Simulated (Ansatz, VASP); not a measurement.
## MgO in VASP and in Ansatz

```
Mg O
1.0
     1.57413   -1.78107    0.00000
     1.57413    1.78107    0.00000
     0.00000    0.00000    4.32391
Mg O
1 1
Cartesian
  1.5741 0.0000 0.0000
  0.0000 0.0000 0.0000
```

Alike in both runs: task single point; functional PBE; k mesh 8 × 8 × 4; occupations gaussian, width 0.1 eV; no spin polarisation.

|  | VASP | Ansatz |
| --- | --- | --- |
| version | VASP 6.6.1 | Ansatz 0.2.0 |
| potentials or method | VASP PAW PBE potentials, release 64 (Mg_sv, O), cutoff 840 eV | scalar-relativistic, plane waves, PAW |
| valence electrons in the cell | 16 | 16 |

|  | VASP | Ansatz | Ansatz less VASP |
| --- | --- | --- | --- |
| gap on the k mesh at the Fermi level (eV) | 1.42 | 1.43 | +0.016 |
| least direct gap on the mesh (eV) | 1.42 | 1.44 | +0.015 |
